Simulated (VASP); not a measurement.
# Hf (I4/mmm) in VASP: notebook, part 2 of 2

VASP 6.6.1.

### Step 3. Single point, PBEsol (strain +0.000 along x and y, -0.030 along z)

Contents of INCAR:

```
SYSTEM = Hf
ALGO = Normal ; EDIFF = 1E-6
ENCUT = 520 ; GGA = PS
ISIF = 2 ; ISMEAR = 0
LASPH = .TRUE. ; LCHARG = .TRUE.
LELF = .TRUE. ; LREAL = .FALSE.
LVHAR = .TRUE. ; LWAVE = .FALSE.
NBANDS = 11 ; NELM = 60
PREC = Accurate ; SIGMA = 0.15
```

Contents of KPOINTS:

```
k-points
0
G
  18 18 18
  0 0 0
```

Contents of POSCAR:

```
Hf
1.0
   -1.8050000000      1.8050000000      1.7508500000
    1.8050000000     -1.8050000000      1.7508500000
    1.8050000000      1.8050000000     -1.7508500000
Hf
1
Direct
    0.0000000000      0.0000000000      0.0000000000
```

Potentials or basis: VASP PAW PBE potentials, release 64 (Hf_pv).

The run is started by

```
cat potpaw_PBE.64/Hf_pv/POTCAR > POTCAR
mpirun -np 1 vasp_std > vasp.out
```

OUTCAR:

```text
SYSTEM = Hf
   EDIFF = 1E-6
   ENCUT = 520
   GGA = PS
   ISIF = 2
   ISMEAR = 0
   LASPH = .TRUE.
   LREAL = .FALSE.
   NELM = 60
   PREC = Accurate

 ion  position               nearest neighbor table
   1  0.000  0.000  0.000-

  LATTYP: Found a body centered tetragonal cell.
 ALAT       =     3.6100000000
 C/A-ratio  =     0.9700000000

  Lattice vectors:

 A1 = (  -1.8050000000,   1.8050000000,   1.7508500000)
 A2 = (   1.8050000000,  -1.8050000000,   1.7508500000)
 A3 = (   1.8050000000,   1.8050000000,  -1.7508500000)

Analysis of symmetry for initial positions (statically):
=====================================================================
 Subroutine PRICEL returns:
 Original cell was already a primitive cell.

 Routine SETGRP: Setting up the symmetry group for a
 body centered tetragonal supercell.

 Subroutine GETGRP returns: Found 16 space group operations
 (whereof 16 operations were pure point group operations)
 out of a pool of 16 trial point group operations.

The static configuration has the point symmetry D_4h.

Analysis of symmetry for dynamics (positions and initial velocities):
=====================================================================
 Subroutine PRICEL returns:
 Original cell was already a primitive cell.

 Routine SETGRP: Setting up the symmetry group for a
 body centered tetragonal supercell.

 Subroutine GETGRP returns: Found 16 space group operations
 (whereof 16 operations were pure point group operations)
 out of a pool of 16 trial point group operations.

The dynamic configuration has the point symmetry D_4h.

 Subroutine INISYM returns: Found 16 space group operations
 (whereof 16 operations are pure point group operations),
 and found     1 'primitive' translations

----------------------------------------------------------------------------------------

                                     Primitive cell

  volume of cell :      22.8173

  direct lattice vectors                    reciprocal lattice vectors
    -1.805000000  1.805000000  1.750850000     0.000000000  0.277008310  0.285575578
     1.805000000 -1.805000000  1.750850000     0.277008310  0.000000000  0.285575578
     1.805000000  1.805000000 -1.750850000     0.277008310  0.277008310  0.000000000

  length of vectors
     3.095403968  3.095403968  3.095403968     0.397853006  0.397853006  0.391748909

  position of ions in fractional coordinates (direct lattice)
     0.000000000  0.000000000  0.000000000

  ion indices of the primitive-cell ions
   primitive index   ion index
                 1           1

----------------------------------------------------------------------------------------

 KPOINTS: k-points

Automatic generation of k-mesh.
 Grid dimensions read from file:
 generate k-points for:   18   18   18

 Generating k-lattice:

  Cartesian coordinates                     Fractional coordinates (reciprocal lattice)
     0.000000000  0.015389351  0.015865310     0.055555556  0.000000000 -0.000000000
     0.015389351  0.000000000  0.015865310     0.000000000  0.055555556 -0.000000000
     0.015389351  0.015389351  0.000000000     0.000000000  0.000000000  0.055555556

  Length of vectors
     0.022102945  0.022102945  0.021763828

  Shift w.r.t. Gamma in fractional coordinates (k-lattice)
     0.000000000  0.000000000  0.000000000

 Subroutine IBZKPT returns following result:
 ===========================================

 Found    480 irreducible k-points:

 Following reciprocal coordinates:
            Coordinates               Weight
  0.000000  0.000000  0.000000      1.000000
  0.055556  0.000000  0.000000      8.000000
  0.111111  0.000000  0.000000      8.000000
  0.166667  0.000000 -0.000000      8.000000
  0.222222  0.000000 -0.000000      8.000000
  0.277778  0.000000  0.000000      8.000000
[... 16 lines left out ...]
 -0.277778  0.055556  0.000000     16.000000
 -0.222222  0.055556  0.000000     16.000000
 [... further k-points ...]
   k-points           NKPTS =    480   k-points in BZ     NKDIM =    480   number of bands    NBANDS=     11
   number of dos      NEDOS =    301   number of ions     NIONS =      1
   total plane-waves  NPLWV =  13824
   dimension x,y,z NGX =    24 NGY =   24 NGZ =   24
   dimension x,y,z NGXF=    48 NGYF=   48 NGZF=   48
   ions per type =               1
   NGX,Y,Z   is equivalent  to a cutoff of  12.89, 12.89, 12.89 a.u.
   NGXF,Y,Z  is equivalent  to a cutoff of  25.78, 25.78, 25.78 a.u.
 SYSTEM =  Hf
   PREC   = accura    normal or accurate (medium, high low for compatibility)
   ISTART =      0    job   : 0-new  1-cont  2-samecut
   ICHARG =      2    charge: 1-file 2-atom 10-const
   ISPIN  =      1    spin polarized calculation?
   LNONCOLLINEAR =      F non collinear calculations
   LSORBIT =      F    spin-orbit coupling
   LASPH  =      T    aspherical Exc in radial PAW
   ENCUT  =  520.0 eV  38.22 Ry    6.18 a.u.   5.76  5.76  5.76*2*pi/ulx,y,z
   NELM   =     60;   NELMIN=  2; NELMDL= -5     # of ELM steps
   EDIFF  = 0.1E-05   stopping-criterion for ELM
   LREAL  =      F    real-space projection
   EDIFFG = 0.1E-04   stopping-criterion for IOM
   NSW    =      0    number of steps for IOM
   IBRION =     -1    ionic relax: 0-MD 1-quasi-New 2-CG
   NFREE  =      0    steps in history (QN), initial steepest desc. (CG)
   ISIF   =      2    stress and relaxation
   ISYM   =      2    0-nonsym 1-usesym 2-fastsym
   POTIM  = 0.5000    time-step for ionic-motion
   TEBEG  =    0.0;   TEEND  =   0.0 temperature during run
   PSTRESS=    0.0 pullay stress
   NELECT =      10.0000    total number of electrons
   NUPDOWN=      -1.0000    fix difference up-down
   EMIN   =  10.00;   EMAX   =-10.00  energy-range for DOS
   EFERMI =   0.00;   METHOD = LEGACY
   ISMEAR =     0;   SIGMA  =   0.15  broadening in eV -4-tet -1-fermi 0-gaus
   EFERMI_NEDOS =   21; number of points for ismear=-14 and -15
   IALGO  =     38    algorithm
   IMIX   =      4    mixing-type and parameters
     AMIX     =   0.40;   BMIX     =  1.00
     AMIX_MAG =   1.60;   BMIX_MAG =  1.00
  volume/ion in A,a.u.               =      22.82       153.98
  Fermi-wavevector in a.u.,A,eV,Ry     =   1.243523  2.349917 21.039351  1.546349
  Thomas-Fermi vector in A             =   2.377830
   LORBIT       =      0    0 simple, 1 ext, 2 COOP (PROOUT), +10 PAW based schemes
   GGA     = PS    functional components
   LHFCALC =     F    Hartree Fock is set to
   AEXX    =    0.0000 exact exchange contribution
   IVDW    =     0    specifies the selected vdW correction
   LEPSILON=     F    determine dielectric tensor
   LRPA    =     F    only Hartree local field effects (RPA)
 non-spin polarized calculation
 Gauss-broadening in eV      SIGMA  =   0.15
  energy-cutoff  :      520.00
  volume of cell :       22.82
 maximum number of plane-waves:       638
   NGX = 11   NGY = 11   NGZ = 11

 number of electron      10.0000002 magnetization

 Free energy of the ion-electron system (eV)
  ---------------------------------------------------
  ext. energy  EPLUGINS =         0.00000000
  ---------------------------------------------------
  free energy    TOTEN  =       -10.31033668 eV

  energy without entropy =      -10.28747810  energy(sigma->0) =      -10.29890739

 E-fermi :   4.2878     XC(G=0): -11.3012

 val. band max:        4.2874308852   @ k =   0.2778   0.2222   0.0000
 cond. band min:       4.2878897557   @ k =   0.5000   0.2778   0.0000
 fundamental gap:      0.0004588705
 Fermi energy:         4.2878137226

 k-point     1 :       0.0000    0.0000    0.0000
  band No.  band energies     occupation
      1     -25.5745      2.00000
      2     -25.5745      2.00000
      3     -25.5725      2.00000
      4      -2.6932      2.00000
      5       5.5636      0.00000
      6       5.8982      0.00000
      7       5.8982      0.00000
      8       8.2761      0.00000
      9       8.7402      0.00000
     10      17.3590      0.00000
     11      17.3590      0.00000
[... 309 lines left out ...]
 k-point    24 :      -0.2222    0.0556    0.0000
  band No.  band energies     occupation
      1     -25.8491      2.00000
      2     -25.6582      2.00000
      3     -25.5843      2.00000
      4      -1.3461      2.00000
      5       4.9056      0.00000
      6       5.2021      0.00000
      7       7.1809      0.00000
      8       7.8288      0.00000
      9       8.6798      0.00000
     10      17.4497      0.00000
     11      18.1883      0.00000

 [... further k-points ...]

------------------------ aborting loop because EDIFF is reached ----------------------------------------

  FORCE on cell =-STRESS in cart. coord.  units (eV):
  Direction    XX          YY          ZZ          XY          YZ          ZX
  --------------------------------------------------------------------------------------
  -------------------------------------------------------------------------------------
  Total       -0.9061207     -0.9061207     -1.1206477      0.0000000      0.0000000      0.0000000
  in kB      -63.6258054    -63.6258054    -78.6894185      0.0000000      0.0000000      0.0000000
  external PRESSURE =     -68.6470098 kB  Pullay stress =       0.0000000 kB

 VOLUME and BASIS-vectors are now :
 -----------------------------------------------------------------------------
  energy-cutoff  :      520.00
  volume of cell :       22.82
      direct lattice vectors                 reciprocal lattice vectors
    -1.805000000  1.805000000  1.750850000     0.000000000  0.277008310  0.285575578
     1.805000000 -1.805000000  1.750850000     0.277008310  0.000000000  0.285575578
     1.805000000  1.805000000 -1.750850000     0.277008310  0.277008310  0.000000000

 POSITION                                       TOTAL-FORCE (eV/Angst)
 -----------------------------------------------------------------------------------
      0.00000      0.00000      0.00000         0.000000      0.000000     -0.000000
 -----------------------------------------------------------------------------------
    total drift:                                0.000000      0.000000     -0.000000

  FREE ENERGIE OF THE ION-ELECTRON SYSTEM (eV)
  ---------------------------------------------------
  free  energy   TOTEN  =       -10.3103366799 eV

  energy  without entropy=      -10.2874781045  energy(sigma->0) =      -10.29890739
```

Run time: 48 s. Hardware: 1 thread of AMD EPYC 9R45 (Zen 5), shared host; peak memory 0.2 GiB.

What came out:

- Free energy: -10.3103 eV
- Pressure: -6.9 GPa
- Band gap on the k mesh: zero (band 5 reaches 5.68 eV, above the bottom of band 6 at 3.63 eV)

Stress tensor (GPa, compression positive):
```
-6.36  0.00  0.00
 0.00 -6.36  0.00
 0.00  0.00 -7.87
```

Caveat: the cell differs from its parent crystal (strain +0.000 along x and y, -0.030 along z); the PAW data sets were made with another functional, which shifts forces and pressure a little; spin-orbit coupling is left out, which moves the levels of the heavy elements.
